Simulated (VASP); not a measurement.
# Rb2LiAlO4 in VASP: single point with r2SCAN

Aim: the single point of Rb2LiAlO4 with r2SCAN.

All numbers are computed with VASP 6.6.1; they aren't measurements. Logs are shortened: lines on timing, memory, paths and dates and some standing lists are left out, and cuts for length are marked.

## 1. The cell of the first run

The cell holds a disordered packing, 16 atoms: a = 5.784 Å, b = 7.137 Å, c = 7.163 Å, α = 85.59°, β = 99.92°, γ = 90.65°.

## 2. Single point, r2SCAN

POSCAR

```
Rb2LiAlO4
1.0
    5.7664970000      0.0164010000     -0.4464730000
   -0.0913050000      7.1351510000      0.1388220000
   -0.6879010000      0.4037790000      7.1189180000
Rb Al O Li
4 2 8 2
Direct
    0.4562470000      0.2521460000      0.5163050000
    0.9242060000      0.8574840000      0.3349930000
    0.7994520000      0.3942180000      0.1675950000
    0.2551380000      0.1420820000      0.0219350000
    0.8771060000      0.0200810000      0.7071970000
    0.4058900000      0.7798130000      0.2527160000
    0.4966720000      0.6421160000      0.9567480000
    0.7856350000      0.5243880000      0.8083320000
    0.2113170000      0.5092390000      0.8671390000
    0.7557680000      0.0562400000      0.0015460000
    0.2280500000      0.6675210000      0.6433890000
    0.1152240000      0.3542600000      0.6928090000
    0.0069250000      0.6475020000      0.9498370000
    0.1976290000      0.9794720000      0.6409170000
    0.5225150000      0.9010840000      0.8037900000
    0.5759770000      0.6667360000      0.5754300000
```

INCAR.step1

```
PREC = Accurate ; ENCUT = 520
ISMEAR = -1 ; SIGMA = 0.0663
LREAL = Auto ; LASPH = T
NELM = 80 ; NBANDS = 62
GGA = PE ; ALGO = Normal
EDIFF = 1E-4 ; LWAVE = T
LCHARG = F
```

INCAR.step2

```
PREC = Accurate ; ENCUT = 520
EDIFF = 1E-6 ; ISMEAR = -1
SIGMA = 0.0663 ; LREAL = Auto
LASPH = T ; NELM = 80
ALGO = Normal ; ISIF = 2
LWAVE = F ; LCHARG = F
METAGGA = R2SCAN ; LMIXTAU = T
NBANDS = 62 ; ISTART = 1
```

KPOINTS

```
Automatic mesh
0
Gamma
  3 3 3
  0.5 0 0
```

Potentials or basis: VASP PAW PBE potentials, release 64 (Rb_sv, Al, O, Li_sv).

Run with:

```bash
cat potpaw_PBE.64/Rb_sv/POTCAR potpaw_PBE.64/Al/POTCAR potpaw_PBE.64/O/POTCAR potpaw_PBE.64/Li_sv/POTCAR > POTCAR
cp INCAR.step1 INCAR
mpirun -np 1 vasp_std > vasp.out
cp INCAR.step2 INCAR
mpirun -np 1 vasp_std > vasp.out
```

OUTCAR:

```text
PREC = Accurate
   ENCUT = 520
   EDIFF = 1E-6
   ISMEAR = -1
   LREAL = Auto
   LASPH = T
   NELM = 80
   ISIF = 2
   METAGGA = R2SCAN
   ISTART = 1

 ion  position               nearest neighbor table
   1  0.456  0.252  0.516-  14 2.64  12 2.66   5 3.02  16 3.08  15 3.10   8 3.31  11 3.50   3 3.53
                             4 3.67   9 3.70  10 3.78  12 3.88   6 3.97   4 4.01   6 4.07   5 4.12
   2  0.924  0.857  0.335-  14 2.67  10 2.72  11 2.84   6 3.01   6 3.01   5 3.04  16 3.11  13 3.35
                             3 3.63   4 3.68   7 3.75   3 3.96  16 4.07  15 4.09   1 4.25   1 4.35
   3  0.799  0.394  0.168-   8 2.66   7 2.69  13 2.70  10 2.76   9 3.53   1 3.53   4 3.55   2 3.63
                             4 3.64   6 3.74   9 3.76  12 3.88   2 3.96  16 4.03   1 4.26   6 4.42
   4  0.255  0.142  0.022-  12 2.71   9 2.76  10 2.93  10 3.00  14 3.01   6 3.01  15 3.02   5 3.03
                             3 3.55   3 3.64   1 3.67   2 3.68  13 3.83   7 3.84  13 3.86   1 4.01
   5  0.877  0.020  0.707-  14 2.02  10 2.37  15 2.40   1 3.02   4 3.03   2 3.04   1 4.12   3 4.48
                             3 4.48   2 4.52
   6  0.406  0.780  0.253-  16 2.43   7 2.54   2 3.01   2 3.01   4 3.01   3 3.74   1 3.97   1 4.07
                             3 4.42
   7  0.497  0.642  0.957-   9 1.93  15 2.09   6 2.54   3 2.69   2 3.75   4 3.84
   8  0.786  0.524  0.808-  13 1.76  16 2.09   3 2.66   1 3.31
   9  0.211  0.509  0.867-  12 1.75  13 1.76  11 1.90   7 1.93   4 2.76   3 3.53   1 3.70   3 3.76

  10  0.756  0.056  0.002-  15 2.15   5 2.37   2 2.72   3 2.76   4 2.93   4 3.00   1 3.78
  11  0.228  0.668  0.643-   9 1.90  16 2.15   2 2.84   1 3.50
  12  0.115  0.354  0.693-   9 1.75   1 2.66   4 2.71   3 3.88   1 3.88
  13  0.007  0.648  0.950-   9 1.76   8 1.76   3 2.70   2 3.35   4 3.83   4 3.86
  14  0.198  0.979  0.641-   5 2.02  15 2.09   1 2.64   2 2.67   4 3.01
  15  0.523  0.901  0.804-  14 2.09   7 2.09  10 2.15   5 2.40  16 2.49   4 3.02   1 3.10   2 4.09

  16  0.576  0.667  0.575-   8 2.09  11 2.15   6 2.43  15 2.49   1 3.08   2 3.11   3 4.03   2 4.07

  LATTYP: Found a triclinic cell.
 ALAT       =     7.1370853956
 B/A-ratio  =     2.7034153587
 C/A-ratio  =     1.4993223468
 COS(alpha) =     0.0055221370
 COS(beta)  =     0.6216554631
 COS(gamma) =     0.7615116807

  Lattice vectors:

 A1 = (  -0.0913050000,   7.1351510000,   0.1388220000)
 A2 = (  10.6624830000,  14.7068830000,   6.5036160000)
 A3 = (  -5.1699010000,   6.7149710000,  -6.5336230000)

Analysis of symmetry for initial positions (statically):
=====================================================================
 Subroutine PRICEL returns:
 Original cell was already a primitive cell.

 Routine SETGRP: Setting up the symmetry group for a
 triclinic supercell.

 Subroutine GETGRP returns: Found  1 space group operations
 (whereof  1 operations were pure point group operations)
 out of a pool of  2 trial point group operations.

The static configuration has the point symmetry C_1 .

Analysis of symmetry for dynamics (positions and initial velocities):
=====================================================================
 Subroutine PRICEL returns:
 Original cell was already a primitive cell.

 Routine SETGRP: Setting up the symmetry group for a
 triclinic supercell.

 Subroutine GETGRP returns: Found  1 space group operations
 (whereof  1 operations were pure point group operations)
 out of a pool of  2 trial point group operations.

The dynamic configuration has the point symmetry C_1 .

 Subroutine INISYM returns: Found  1 space group operations
 (whereof  1 operations are pure point group operations),
 and found     1 'primitive' translations

----------------------------------------------------------------------------------------

                                     Primitive cell

  volume of cell :     290.4176

  direct lattice vectors                    reciprocal lattice vectors
     5.766497000  0.016401000 -0.446473000     0.174708795  0.001909310  0.016773815
    -0.091305000  7.135151000  0.138822000    -0.001022782  0.140294858 -0.008056237
    -0.687901000  0.403779000  7.118918000     0.010977054 -0.002616066  0.141679879

  length of vectors
[... 41 lines left out ...]
 KPOINTS: Automatic mesh

Automatic generation of k-mesh.
 Grid dimensions read from file:
 generate k-points for:    3    3    3

 Generating k-lattice:

  Cartesian coordinates                     Fractional coordinates (reciprocal lattice)
     0.058236265  0.000636437  0.005591272     0.333333333  0.000000000  0.000000000
    -0.000340927  0.046764953 -0.002685412     0.000000000  0.333333333  0.000000000
     0.003659018 -0.000872022  0.047226626     0.000000000  0.000000000  0.333333333

  Length of vectors
     0.058507520  0.046843233  0.047376187

  Shift w.r.t. Gamma in fractional coordinates (k-lattice)
     0.500000000  0.000000000  0.000000000

 Subroutine IBZKPT returns following result:
 ===========================================

 Found     14 irreducible k-points:

 Following reciprocal coordinates:
            Coordinates               Weight
  0.166667 -0.000000 -0.000000      2.000000
  0.500000 -0.000000 -0.000000      1.000000
  0.166667  0.333333 -0.000000      2.000000
  0.500000  0.333333  0.000000      2.000000
 -0.166667  0.333333  0.000000      2.000000
  0.166667  0.000000  0.333333      2.000000
  0.500000  0.000000  0.333333      2.000000
 -0.166667 -0.000000  0.333333      2.000000
  0.166667  0.333333  0.333333      2.000000
  0.500000  0.333333  0.333333      2.000000
 -0.166667  0.333333  0.333333      2.000000
  0.166667 -0.333333  0.333333      2.000000
  0.500000 -0.333333  0.333333      2.000000
 -0.166667 -0.333333  0.333333      2.000000
   k-points           NKPTS =     14   k-points in BZ     NKDIM =     14   number of bands    NBANDS=     62
   number of dos      NEDOS =    301   number of ions     NIONS =     16
   total plane-waves  NPLWV = 139968
   dimension x,y,z NGX =    48 NGY =   54 NGZ =   54
   dimension x,y,z NGXF=    96 NGYF=  108 NGZF=  108
   ions per type =               4   2   8   2
   NGX,Y,Z   is equivalent  to a cutoff of  13.80, 12.58, 12.53 a.u.
   NGXF,Y,Z  is equivalent  to a cutoff of  27.59, 25.16, 25.06 a.u.
 SYSTEM =  unknown system
   PREC   = accura    normal or accurate (medium, high low for compatibility)
   ISTART =      1    job   : 0-new  1-cont  2-samecut
   ICHARG =      0    charge: 1-file 2-atom 10-const
   ISPIN  =      1    spin polarized calculation?
   LNONCOLLINEAR =      F non collinear calculations
   LSORBIT =      F    spin-orbit coupling
   LASPH  =      T    aspherical Exc in radial PAW
   ENCUT  =  520.0 eV  38.22 Ry    6.18 a.u.  10.75 13.27 13.32*2*pi/ulx,y,z
   NELM   =     80;   NELMIN=  2; NELMDL=  0     # of ELM steps
   EDIFF  = 0.1E-05   stopping-criterion for ELM
   LREAL  =      T    real-space projection
   EDIFFG = 0.1E-04   stopping-criterion for IOM
   NSW    =      0    number of steps for IOM
   IBRION =     -1    ionic relax: 0-MD 1-quasi-New 2-CG
   NFREE  =      0    steps in history (QN), initial steepest desc. (CG)
   ISIF   =      2    stress and relaxation
   ISYM   =      2    0-nonsym 1-usesym 2-fastsym
   POTIM  = 0.5000    time-step for ionic-motion
   TEBEG  =    0.0;   TEEND  =   0.0 temperature during run
   PSTRESS=    0.0 pullay stress
   NELECT =      96.0000    total number of electrons
   NUPDOWN=      -1.0000    fix difference up-down
   EMIN   =  10.00;   EMAX   =-10.00  energy-range for DOS
   EFERMI =   0.00;   METHOD = LEGACY
   ISMEAR =    -1;   SIGMA  =   0.07  broadening in eV -4-tet -1-fermi 0-gaus
   EFERMI_NEDOS =   21; number of points for ismear=-14 and -15
   IALGO  =     38    algorithm
   IMIX   =      4    mixing-type and parameters
     AMIX     =   0.40;   BMIX     =  1.00
     AMIX_MAG =   1.60;   BMIX_MAG =  1.00
  volume/ion in A,a.u.               =      18.15       122.49
  Fermi-wavevector in a.u.,A,eV,Ry     =   1.131942  2.139061 17.433054  1.281293
  Thomas-Fermi vector in A             =   2.268642
   LORBIT       =      0    0 simple, 1 ext, 2 COOP (PROOUT), +10 PAW based schemes
   METAGGA = R2SCAN    functional components
   LHFCALC =     F    Hartree Fock is set to
   AEXX    =    0.0000 exact exchange contribution
   IVDW    =     0    specifies the selected vdW correction
   LEPSILON=     F    determine dielectric tensor
   LRPA    =     F    only Hartree local field effects (RPA)
 non-spin polarized calculation
  energy-cutoff  :      520.00
  volume of cell :      290.42
 maximum number of plane-waves:      7831
 NGX is ok and might be reduce to    48
   NGX = 21   NGY = 27   NGZ = 27

 number of electron      95.9999986 magnetization

 Free energy of the ion-electron system (eV)
  ---------------------------------------------------
  ext. energy  EPLUGINS =         0.00000000
  ---------------------------------------------------
  free energy    TOTEN  =      -122.03369816 eV

  energy without entropy =     -121.97542083  energy(sigma->0) =     -122.00455949

 E-fermi :   1.7666     XC(G=0):  -9.1733

 val. band max:        1.7435266317   @ k =   0.5000  -0.0000  -0.0000
 cond. band min:       1.8636269516   @ k =   0.5000  -0.3333   0.3333
 fundamental gap:      0.1201003198
 Fermi energy:         1.7666100149

 k-point     1 :       0.1667   -0.0000   -0.0000
  band No.  band energies     occupation
      1     -45.8917      2.00000
      2     -44.5303      2.00000
      3     -26.5974      2.00000
      4     -26.5042      2.00000
      5     -26.2732      2.00000
      6     -26.1541      2.00000
[... 871 lines left out ...]
     59       5.7679      0.00000
     60       6.3190      0.00000
 [bands above 60 left out]

------------------------ aborting loop because EDIFF is reached ----------------------------------------

  FORCE on cell =-STRESS in cart. coord.  units (eV):
  Direction    XX          YY          ZZ          XY          YZ          ZX
  --------------------------------------------------------------------------------------
  -------------------------------------------------------------------------------------
  Total        2.0064576      0.2355249    -11.4838222     -3.8311226     -7.8416152      0.3585124
  in kB       11.0692372      1.2993450    -63.3540194    -21.1355601    -43.2606701      1.9778431
  external PRESSURE =     -16.9951457 kB  Pullay stress =       0.0000000 kB

 VOLUME and BASIS-vectors are now :
 -----------------------------------------------------------------------------
  energy-cutoff  :      520.00
  volume of cell :      290.42
      direct lattice vectors                 reciprocal lattice vectors
     5.766497000  0.016401000 -0.446473000     0.174708795  0.001909310  0.016773815
    -0.091305000  7.135151000  0.138822000    -0.001022782  0.140294858 -0.008056237
    -0.687901000  0.403779000  7.118918000     0.010977054 -0.002616066  0.141679879

 POSITION                                       TOTAL-FORCE (eV/Angst)
 -----------------------------------------------------------------------------------
      2.25276      2.01506      3.50683        -0.869804      1.043683      0.194889
      5.02070      6.26870      2.09119         0.536838     -0.446500     -0.613187
      4.45875      2.89359      0.89089         0.135014     -0.132292     -0.376865
      1.44319      1.02682      0.06197         0.186984      0.989091     -0.615542
      4.56951      0.44322      4.64566         3.067694     -0.046411      1.300603
      2.09552      5.67278      1.72610         0.396026     -1.663478     -2.594141
[... 8 lines left out ...]
      2.37788      6.76249      5.61392        -1.221958     -0.919152      1.088341
      2.86465      4.99906      3.93184        -0.201880     -0.361262      2.436226
 -----------------------------------------------------------------------------------
    total drift:                               -0.011226     -0.056194      0.032318

  FREE ENERGIE OF THE ION-ELECTRON SYSTEM (eV)
  ---------------------------------------------------
  free  energy   TOTEN  =      -122.0336981559 eV

  energy  without entropy=     -121.9754208297  energy(sigma->0) =     -122.00455949
```

Run time: 62 min. Hardware: 1 thread of Intel Xeon 8259CL, shared host; peak memory 0.48 GiB.

Results:

```
Free energy            : -122.0337 eV
Largest force          : 3.905 eV/Å
Band gap on the k mesh : 0.12 eV (least direct gap 0.22 eV)
```

Forces in eV/Å, atoms in the order of the input:
```
Rb  -0.870  1.044  0.195
Rb   0.537 -0.447 -0.613
Rb   0.135 -0.132 -0.377
Rb   0.187  0.989 -0.616
Al   3.068 -0.046  1.301
Al   0.396 -1.663 -2.594
O   -1.189  1.402  3.120
O    1.370  2.212  1.061
O    0.512 -0.165 -1.202
O    0.488 -0.500 -2.193
O    0.762  1.189 -1.054
O   -0.313 -0.729  0.996
O   -1.913 -2.278 -2.529
O   -1.747  0.407  0.980
Li  -1.222 -0.919  1.088
Li  -0.202 -0.361  2.436
```

Levels at points of the mesh, in eV from the valence-band top:
```
           k point  band 45  band 46  band 47  band 48  band 49  band 50  band 51  band 52
(0.50, 0.00, 0.00)    -1.02    -0.70    -0.60     0.00     0.22     0.37     0.73     0.84
```

Caveat: the cutoff is under 1.25 times the usual one of these potentials, so pressure, stress and relaxed cells hold a basis-set (Pulay) error; semilocal functionals underestimate gaps, and a narrow one can read as zero; the PAW data sets were made with another functional, which shifts forces and pressure a little.
